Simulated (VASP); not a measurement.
Write the native input for VASP 6.6.1 that does the following.

```yaml
Task: relaxation of cell and atoms
Functional: r2SCAN
Potentials_or_basis: VASP PAW PBE potentials, release 64 (Al, Pt)
Cutoff: 600 eV
k_mesh: 5 × 5 × 5
Occupations: fermi-dirac, width 0.1 eV
Spin: no spin polarisation
Dipole_correction: no
Further_INCAR_settings: ALGO = Normal; EDIFF = 1e-07; IBRION = 2; EDIFFG = -0.01; NSW = 80; ISIF = 3
```

AlPt:

```
Al Pt
1.0
     4.87893    0.00000    0.00000
     0.00000    4.87893    0.00000
     0.00000    0.00000    4.87893
Al Pt
4 4
Cartesian
  4.1180 4.1180 4.1180
  0.7610 1.6785 3.2004
  1.6785 3.2004 0.7610
  3.2004 0.7610 1.6785
  0.7565 0.7565 0.7565
  1.6829 4.1224 3.1960
  3.1960 1.6829 4.1224
  4.1224 3.1960 1.6829
```

These files were run (other wordings do the same):

POSCAR

```
AlPt
1.0
    4.8789300000      0.0000000000      0.0000000000
    0.0000000000      4.8789300000      0.0000000000
    0.0000000000      0.0000000000      4.8789300000
Al Pt
4 4
Direct
    0.8440300000      0.8440300000      0.8440300000
    0.1559700000      0.3440300000      0.6559700000
    0.3440300000      0.6559700000      0.1559700000
    0.6559700000      0.1559700000      0.3440300000
    0.1550600000      0.1550600000      0.1550600000
    0.3449400000      0.8449400000      0.6550600000
    0.6550600000      0.3449400000      0.8449400000
    0.8449400000      0.6550600000      0.3449400000
```

INCAR.step1

```
SYSTEM = AlPt
ALGO = Normal ; EDIFF = 1E-4
ENCUT = 600 ; GGA = PE
ISMEAR = -1 ; LASPH = .TRUE.
LCHARG = .FALSE. ; LREAL = .FALSE.
LWAVE = .TRUE. ; NELM = 100
PREC = Accurate ; SIGMA = 0.1
```

INCAR.step2

```
SYSTEM = AlPt
ALGO = Normal ; EDIFF = 1E-7
EDIFFG = -0.01 ; ENCUT = 600
IBRION = 2 ; ISIF = 3
ISMEAR = -1 ; ISTART = 1
LASPH = .TRUE. ; LCHARG = .FALSE.
LMIXTAU = .TRUE. ; LREAL = .FALSE.
LWAVE = .FALSE. ; METAGGA = R2SCAN
NELM = 100 ; NSW = 80
PREC = Accurate ; SIGMA = 0.1
```

KPOINTS

```
k-points
0
G
  5 5 5
  0 0 0
```

Potentials or basis: VASP PAW PBE potentials, release 64 (Al, Pt).

Run with:

```sh
$ cat potpaw_PBE.64/Al/POTCAR potpaw_PBE.64/Pt/POTCAR > POTCAR
$ cp INCAR.step1 INCAR
$ mpirun -np 1 vasp_std > vasp.out
$ cp INCAR.step2 INCAR
$ mpirun -np 1 vasp_std > vasp.out
```

Results of the run:

| Item | Value |
| --- | --- |
| Relaxed volume | 14.51 Å³/atom |
| Relaxed cell | a = 4.878 Å, b = 4.878 Å, c = 4.878 Å, α = 90.00°, β = 90.00°, γ = 90.00° |
| Space group after relaxing (to 0.1 Å) | P2_13 (No. 198) |
| Energy gained by relaxing | 0.0 meV/atom |
| Ionic steps | 2 |
| Pressure after relaxing | 0.1 GPa |
| Largest force after relaxing | 0.008 eV/Å |
| Band gap on the k mesh | zero (bands 26 and 27 overlap by 0.31 eV) |

Caveat: the PAW data sets were made with another functional, which shifts forces and pressure a little; spin-orbit coupling is left out, which moves the levels of the heavy elements.

Wall time 8.3 min on 1 thread of Intel Xeon 8259CL, with other jobs on the host, peak memory 0.29 GiB.
